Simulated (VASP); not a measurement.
# CuAu (P4/mmm) in VASP: notebook

CuAu is run at these levels: LDA; tasks: single point.

Program: VASP 6.6.1. These are calculated values, not measurements. Logs are shortened: lines on timing, memory, paths and dates and some standing lists are left out, and cuts for length are marked.

## (1) The cell of the first run

Symmetry: P4/mmm, No. 123, tetragonal system. Conventional cell: a = 2.660 Å, b = 2.660 Å, c = 3.853 Å, α = 90.00°, β = 90.00°, γ = 90.00°. Cu (site symmetry 4/mmm) has 4 Cu at 2.66 Å and 8 Au at 2.69 Å within 3.5 Å. Within 3.5 Å of Au (site symmetry 4/mmm) lie 4 Au at 2.66 Å and 8 Cu at 2.69 Å.

## (2) Single point, LDA (strain -0.050 along x and y, +0.050 along z)

INCAR

```
PREC = Accurate ; ENCUT = 520
EDIFF = 1E-6 ; ISMEAR = 0
SIGMA = 0.15 ; LREAL = F
LASPH = T ; NELM = 100
ALGO = Fast ; ISIF = 2
LWAVE = F ; LCHARG = F
GGA = CA ; NBANDS = 18
```

KPOINTS

```
regular mesh
0
Gamma
  18 18 14
```

POSCAR

```
CuAu
1.0
    2.6600000000      0.0000000000      0.0000000000
    0.0000000000      2.6600000000      0.0000000000
    0.0000000000      0.0000000000      3.8535000000
Cu Au
1 1
Direct
    0.5000000000      0.5000000000      0.5000000000
    0.0000000000      0.0000000000      0.0000000000
```

Potentials or basis: VASP PAW LDA potentials, release 64 (Cu, Au).

Run with:

```
$ cat potpaw_LDA.64/Cu/POTCAR potpaw_LDA.64/Au/POTCAR > POTCAR
$ mpirun -np 1 vasp_std > vasp.out
```

OUTCAR:

```text
PREC = Accurate
   ENCUT = 520
   EDIFF = 1E-6
   ISMEAR = 0
   LREAL = F
   LASPH = T
   NELM = 100
   ISIF = 2
   GGA = CA

 ion  position               nearest neighbor table
   1  0.500  0.500  0.500-   2 2.69   2 2.69   2 2.69   2 2.69   2 2.69   2 2.69   2 2.69   2 2.69

   2  0.000  0.000  0.000-   1 2.69   1 2.69   1 2.69   1 2.69   1 2.69   1 2.69   1 2.69   1 2.69

  LATTYP: Found a simple tetragonal cell.
 ALAT       =     2.6600000000
 C/A-ratio  =     1.4486842105

  Lattice vectors:

 A1 = (   2.6600000000,   0.0000000000,   0.0000000000)
 A2 = (   0.0000000000,   2.6600000000,   0.0000000000)
 A3 = (   0.0000000000,   0.0000000000,   3.8535000000)

Analysis of symmetry for initial positions (statically):
=====================================================================
 Subroutine PRICEL returns:
 Original cell was already a primitive cell.

 Routine SETGRP: Setting up the symmetry group for a
 simple tetragonal supercell.

 Subroutine GETGRP returns: Found 16 space group operations
 (whereof 16 operations were pure point group operations)
 out of a pool of 16 trial point group operations.

The static configuration has the point symmetry D_4h.

Analysis of symmetry for dynamics (positions and initial velocities):
=====================================================================
 Subroutine PRICEL returns:
 Original cell was already a primitive cell.

 Routine SETGRP: Setting up the symmetry group for a
 simple tetragonal supercell.

 Subroutine GETGRP returns: Found 16 space group operations
 (whereof 16 operations were pure point group operations)
 out of a pool of 16 trial point group operations.

The dynamic configuration has the point symmetry D_4h.

 Subroutine INISYM returns: Found 16 space group operations
 (whereof 16 operations are pure point group operations),
 and found     1 'primitive' translations

----------------------------------------------------------------------------------------

                                     Primitive cell

  volume of cell :      27.2658

  direct lattice vectors                    reciprocal lattice vectors
     2.660000000  0.000000000  0.000000000     0.375939850  0.000000000  0.000000000
     0.000000000  2.660000000  0.000000000     0.000000000  0.375939850  0.000000000
     0.000000000  0.000000000  3.853500000     0.000000000  0.000000000  0.259504347

  length of vectors
     2.660000000  2.660000000  3.853500000     0.375939850  0.375939850  0.259504347

  position of ions in fractional coordinates (direct lattice)
[... 8 lines left out ...]
----------------------------------------------------------------------------------------

 KPOINTS: regular mesh

Automatic generation of k-mesh.
 Grid dimensions read from file:
 generate k-points for:   18   18   14

 Generating k-lattice:

  Cartesian coordinates                     Fractional coordinates (reciprocal lattice)
     0.020885547  0.000000000  0.000000000     0.055555556  0.000000000  0.000000000
     0.000000000  0.020885547  0.000000000     0.000000000  0.055555556  0.000000000
     0.000000000  0.000000000  0.018536025     0.000000000  0.000000000  0.071428571

  Length of vectors
     0.020885547  0.020885547  0.018536025

  Shift w.r.t. Gamma in fractional coordinates (k-lattice)
     0.000000000  0.000000000  0.000000000

 Subroutine IBZKPT returns following result:
 ===========================================

 Found    440 irreducible k-points:

 Following reciprocal coordinates:
            Coordinates               Weight
  0.000000  0.000000  0.000000      1.000000
  0.055556  0.000000  0.000000      4.000000
  0.111111  0.000000  0.000000      4.000000
  0.166667  0.000000  0.000000      4.000000
  0.222222  0.000000  0.000000      4.000000
  0.277778  0.000000  0.000000      4.000000
[... 16 lines left out ...]
  0.277778  0.111111  0.000000      8.000000
  0.333333  0.111111  0.000000      8.000000
 [... further k-points ...]
   k-points           NKPTS =    440   k-points in BZ     NKDIM =    440   number of bands    NBANDS=     18
   number of dos      NEDOS =    301   number of ions     NIONS =      2
   total plane-waves  NPLWV =  12000
   dimension x,y,z NGX =    20 NGY =   20 NGZ =   30
   dimension x,y,z NGXF=    40 NGYF=   40 NGZF=   60
   ions per type =               1   1
   NGX,Y,Z   is equivalent  to a cutoff of  12.50, 12.50, 12.94 a.u.
   NGXF,Y,Z  is equivalent  to a cutoff of  25.00, 25.00, 25.88 a.u.
 SYSTEM =  unknown system
   PREC   = accura    normal or accurate (medium, high low for compatibility)
   ISTART =      0    job   : 0-new  1-cont  2-samecut
   ICHARG =      2    charge: 1-file 2-atom 10-const
   ISPIN  =      1    spin polarized calculation?
   LNONCOLLINEAR =      F non collinear calculations
   LSORBIT =      F    spin-orbit coupling
   LASPH  =      T    aspherical Exc in radial PAW
   ENCUT  =  520.0 eV  38.22 Ry    6.18 a.u.   4.95  4.95  7.16*2*pi/ulx,y,z
   NELM   =    100;   NELMIN=  2; NELMDL= -5     # of ELM steps
   EDIFF  = 0.1E-05   stopping-criterion for ELM
   LREAL  =      F    real-space projection
   EDIFFG = 0.1E-04   stopping-criterion for IOM
   NSW    =      0    number of steps for IOM
   IBRION =     -1    ionic relax: 0-MD 1-quasi-New 2-CG
   NFREE  =      0    steps in history (QN), initial steepest desc. (CG)
   ISIF   =      2    stress and relaxation
   ISYM   =      2    0-nonsym 1-usesym 2-fastsym
   POTIM  = 0.5000    time-step for ionic-motion
   TEBEG  =    0.0;   TEEND  =   0.0 temperature during run
   PSTRESS=    0.0 pullay stress
   NELECT =      22.0000    total number of electrons
   NUPDOWN=      -1.0000    fix difference up-down
   EMIN   =  10.00;   EMAX   =-10.00  energy-range for DOS
   EFERMI =   0.00;   METHOD = LEGACY
   ISMEAR =     0;   SIGMA  =   0.15  broadening in eV -4-tet -1-fermi 0-gaus
   EFERMI_NEDOS =   21; number of points for ismear=-14 and -15
   IALGO  =     68    algorithm
   IMIX   =      4    mixing-type and parameters
     AMIX     =   0.40;   BMIX     =  1.00
     AMIX_MAG =   1.60;   BMIX_MAG =  1.00
  volume/ion in A,a.u.               =      13.63        92.00
  Fermi-wavevector in a.u.,A,eV,Ry     =   1.524086  2.880105 31.604137  2.322839
  Thomas-Fermi vector in A             =   2.632441
   LORBIT       =      0    0 simple, 1 ext, 2 COOP (PROOUT), +10 PAW based schemes
   GGA     = CA    functional components
   LHFCALC =     F    Hartree Fock is set to
   AEXX    =    0.0000 exact exchange contribution
   IVDW    =     0    specifies the selected vdW correction
   LEPSILON=     F    determine dielectric tensor
   LRPA    =     F    only Hartree local field effects (RPA)
 non-spin polarized calculation
 RMM-DIIS sequential band-by-band and
 Gauss-broadening in eV      SIGMA  =   0.15
  energy-cutoff  :      520.00
  volume of cell :       27.27
 maximum number of plane-waves:       752
 NGX is ok and might be reduce to    20
   NGX =  9   NGY =  9   NGZ = 15

 number of electron      22.0000014 magnetization

 Free energy of the ion-electron system (eV)
  ---------------------------------------------------
  ext. energy  EPLUGINS =         0.00000000
  ---------------------------------------------------
  free energy    TOTEN  =        -9.20873283 eV

  energy without entropy =       -9.20318001  energy(sigma->0) =       -9.20595642

 E-fermi :   9.5381     XC(G=0): -13.3509

 val. band max:        9.5353690488   @ k =   0.2778   0.2222   0.5000
 cond. band min:       9.5412016038   @ k =   0.3889   0.2778   0.3571
 fundamental gap:      0.0058325550
 Fermi energy:         9.5381160598

 k-point     1 :       0.0000    0.0000    0.0000
  band No.  band energies     occupation
      1      -0.9302      2.00000
      2       2.0983      2.00000
      3       2.3752      2.00000
      4       5.4132      2.00000
      5       5.4132      2.00000
      6       6.2066      2.00000
[... 10 lines left out ...]
     17      27.8474      0.00000
     18      28.4404      0.00000

 k-point     2 :       0.0556    0.0000    0.0000
  band No.  band energies     occupation
      1      -0.8466      2.00000
      2       2.1486      2.00000
      3       2.4254      2.00000
      4       5.3412      2.00000
      5       5.4323      2.00000
      6       6.2235      2.00000
[... 10 lines left out ...]
     17      27.8235      0.00000
     18      28.9888      0.00000

 k-point     3 :       0.1111    0.0000    0.0000
  band No.  band energies     occupation
      1      -0.6025      2.00000
      2       2.2742      2.00000
      3       2.5972      2.00000
      4       5.1295      2.00000
      5       5.4884      2.00000
      6       6.2683      2.00000
[... 10 lines left out ...]
     17      27.2913      0.00000
     18      30.2180      0.00000

 k-point     4 :       0.1667    0.0000    0.0000
  band No.  band energies     occupation
      1      -0.2174      2.00000
      2       2.4328      2.00000
      3       2.9185      2.00000
      4       4.8028      2.00000
      5       5.5791      2.00000
      6       6.3229      2.00000
[... 10 lines left out ...]
     17      26.8868      0.00000
     18      29.7527      0.00000

 k-point     5 :       0.2222    0.0000    0.0000
  band No.  band energies     occupation
      1       0.2757      2.00000
      2       2.6172      2.00000
      3       3.3671      2.00000
      4       4.4137      2.00000
      5       5.6995      2.00000
      6       6.2030      2.00000
[... 10 lines left out ...]
     17      26.2226      0.00000
     18      29.4337      0.00000

 k-point     6 :       0.2778    0.0000    0.0000
  band No.  band energies     occupation
      1       0.8299      2.00000
      2       2.8340      2.00000
      3       3.8830      2.00000
      4       4.0242      2.00000
      5       5.8428      2.00000
      6       5.9308      2.00000
[... 10 lines left out ...]
     17      25.1281      0.00000
     18      29.0154      0.00000

 k-point     7 :       0.3333    0.0000    0.0000
  band No.  band energies     occupation
      1       1.3800      2.00000
      2       3.0899      2.00000
      3       3.6829      2.00000
      4       4.3720      2.00000
      5       5.6807      2.00000
      6       5.9985      2.00000
[... 10 lines left out ...]
     17      25.2073      0.00000
     18      28.3422      0.00000

 k-point     8 :       0.3889    0.0000    0.0000
  band No.  band energies     occupation
      1       1.8417      2.00000
      2       3.3898      2.00000
      3       3.4213      2.00000
      4       4.7115      2.00000
      5       5.4821      2.00000
      6       6.1504      2.00000
[... 10 lines left out ...]
     17      26.4173      0.00000
     18      27.5632      0.00000
[... 229 lines left out ...]
     17      26.2088      0.00000
     18      27.6912      0.00000

 k-point    20 :       0.1111    0.1111    0.0000
  band No.  band energies     occupation
      1      -0.2731      2.00000
      2       2.5161      2.00000
      3       2.7424      2.00000
      4       5.1013      2.00000
      5       5.2480      2.00000
      6       6.3458      2.00000
[... 10 lines left out ...]
     17      28.6594      0.00000
     18      29.1347      0.00000

 k-point    21 :       0.1667    0.1111    0.0000
  band No.  band energies     occupation
      1       0.1125      2.00000
      2       2.7146      2.00000
      3       3.0086      2.00000
      4       4.8084      2.00000
      5       5.2304      2.00000
      6       6.1810      2.00000
[... 10 lines left out ...]
     17      27.5919      0.00000
     18      29.0371      0.00000

 k-point    22 :       0.2222    0.1111    0.0000
  band No.  band energies     occupation
      1       0.6048      2.00000
      2       2.8967      2.00000
      3       3.4284      2.00000
      4       4.4115      2.00000
      5       5.2581      2.00000
      6       5.9107      2.00000
[... 10 lines left out ...]
     17      26.4610      0.00000
     18      29.1434      0.00000

 k-point    23 :       0.2778    0.1111    0.0000
  band No.  band energies     occupation
      1       1.1586      2.00000
      2       3.0928      2.00000
      3       3.8836      2.00000
      4       4.0170      2.00000
      5       5.2775      2.00000
      6       5.6842      2.00000
[... 10 lines left out ...]
     17      25.2148      0.00000
     18      29.8280      0.00000

 k-point    24 :       0.3333    0.1111    0.0000
  band No.  band energies     occupation
      1       1.7182      2.00000
      2       3.3064      2.00000
      3       3.6742      2.00000
      4       4.1961      2.00000
      5       5.2807      2.00000
      6       5.6045      2.00000
[... 10 lines left out ...]
     17      23.9710      0.00000
     18      28.6924      0.00000

 [... further k-points ...]
[... 5 lines left out ...]
  --------------------------------------------------------------------------------------
  -------------------------------------------------------------------------------------
  Total        1.3566523      1.3566523     -0.3211351      0.0000000      0.0000000      0.0000000
  in kB       79.7187530     79.7187530    -18.8703416      0.0000000      0.0000000      0.0000000
  external PRESSURE =      46.8557215 kB  Pullay stress =       0.0000000 kB

 VOLUME and BASIS-vectors are now :
 -----------------------------------------------------------------------------
  energy-cutoff  :      520.00
  volume of cell :       27.27
      direct lattice vectors                 reciprocal lattice vectors
     2.660000000  0.000000000  0.000000000     0.375939850  0.000000000  0.000000000
     0.000000000  2.660000000  0.000000000     0.000000000  0.375939850  0.000000000
     0.000000000  0.000000000  3.853500000     0.000000000  0.000000000  0.259504347

 POSITION                                       TOTAL-FORCE (eV/Angst)
 -----------------------------------------------------------------------------------
      1.33000      1.33000      1.92675         0.000000      0.000000      0.000000
      0.00000      0.00000      0.00000         0.000000      0.000000      0.000000
 -----------------------------------------------------------------------------------
    total drift:                               -0.000000      0.000000      0.000000

  FREE ENERGIE OF THE ION-ELECTRON SYSTEM (eV)
  ---------------------------------------------------
  free  energy   TOTEN  =        -9.2087328341 eV

  energy  without entropy=       -9.2031800083  energy(sigma->0) =       -9.20595642
```

Wall time 4.3 min (1 thread of Intel Xeon Platinum 8259CL at 2.50GHz (Skylake/Cascade Lake), shared host); peak memory 0.32 GiB.

Results:

- Free energy: -9.2087 eV
- Pressure: 4.7 GPa
- Band gap on the k mesh: zero (band 11 reaches 15.31 eV, above the bottom of band 12 at 7.54 eV)

Levels at points of the mesh, in eV from the Fermi level:
| k point | band 8 | band 9 | band 10 | band 11 | band 12 | band 13 | band 14 | band 15 |
| --- | --- | --- | --- | --- | --- | --- | --- | --- |
| (0.00, 0.00, 0.00) | -2.55 | -1.76 | -1.55 | -1.55 | 0.63 | 6.77 | 11.58 | 11.58 |
| (0.50, 0.00, 0.00) | -3.22 | -2.53 | -2.30 | -0.64 | 0.61 | 8.49 | 8.86 | 10.42 |
| (0.50, 0.50, 0.00) | -1.60 | -1.60 | -1.11 | 1.13 | 1.13 | 6.71 | 7.99 | 9.48 |
| (0.00, 0.00, 0.50) | -2.81 | -2.48 | -2.42 | -2.42 | -2.00 | 14.56 | 15.45 | 15.74 |
| (0.50, 0.00, 0.50) | -1.74 | -1.73 | -1.69 | -1.32 | -1.31 | 3.29 | 4.46 | 16.12 |
| (0.50, 0.50, 0.50) | -2.39 | -1.60 | -1.11 | 5.77 | 5.77 | 6.10 | 6.97 | 6.97 |

Caveat: the cell differs from its parent crystal (strain -0.050 along x and y, +0.050 along z); spin-orbit coupling is left out, which moves the levels of the heavy elements.

## (3) Single point, LDA (strain +0.000 along x and y, -0.050 along z)

INCAR

```
ALGO = Fast
EDIFF = 1E-7
ENCUT = 520
ISIF = 2
ISMEAR = 0
LASPH = T
LCHARG = F
LREAL = F
LWAVE = F
NBANDS = 18
NELM = 60
PREC = Accurate
SIGMA = 0.15
```

KPOINTS

```
k-points
0
Gamma
  18 18 14
```

POSCAR

```
CuAu
1.0
    2.8000000000      0.0000000000      0.0000000000
    0.0000000000      2.8000000000      0.0000000000
    0.0000000000      0.0000000000      3.4865000000
Cu Au
1 1
Direct
    0.5000000000      0.5000000000      0.5000000000
    0.0000000000      0.0000000000      0.0000000000
```

Potentials or basis: VASP PAW LDA potentials, release 64 (Cu, Au).

Run with:

```
$ cat potpaw_LDA.64/Cu/POTCAR potpaw_LDA.64/Au/POTCAR > POTCAR
$ mpirun -np 1 vasp_std > vasp.out
```

Wall time 3.7 min (1 thread of Intel Xeon Platinum 8259CL at 2.50GHz (Skylake/Cascade Lake), shared host); peak memory 0.32 GiB.

The run converged. Its results:

| Item | Value |
| --- | --- |
| Free energy | -9.2662 eV |
| Pressure | 2.1 GPa |
| Band gap on the k mesh | zero (band 11 reaches 14.75 eV, above the bottom of band 12 at 7.24 eV) |

Stress tensor (GPa, compression positive):
```
1.94 0.00 0.00
0.00 1.94 0.00
0.00 0.00 2.35
```

Levels at points of the mesh, in eV from the Fermi level:
```
           k point  band 7  band 8  band 9  band 10  band 11  band 12  band 13  band 14  band 15  band 16
(0.00, 0.00, 0.00)   -2.99   -2.26   -1.82    -1.58    -1.58     2.76     9.52     9.52     9.58    16.91
(0.50, 0.00, 0.00)   -3.31   -3.31   -2.73    -2.50    -1.13    -0.33    10.28    10.42    12.29    12.72
(0.50, 0.50, 0.00)   -1.90   -1.83   -1.42    -1.42     0.16     0.16     5.06     6.99    10.59    12.18
(0.00, 0.00, 0.50)   -3.53   -2.97   -2.67    -2.67    -2.48    -2.28    14.24    14.69    14.69    15.40
(0.50, 0.00, 0.50)   -2.06   -1.97   -1.67    -1.58    -1.30    -1.29     2.89     4.88    15.67    15.89
(0.50, 0.50, 0.50)   -3.19   -2.35   -1.89    -1.82     5.23     5.63     5.63     6.25     6.84     7.48
```

Caveat: the cell differs from its parent crystal (strain +0.000 along x and y, -0.050 along z); spin-orbit coupling is left out, which moves the levels of the heavy elements.
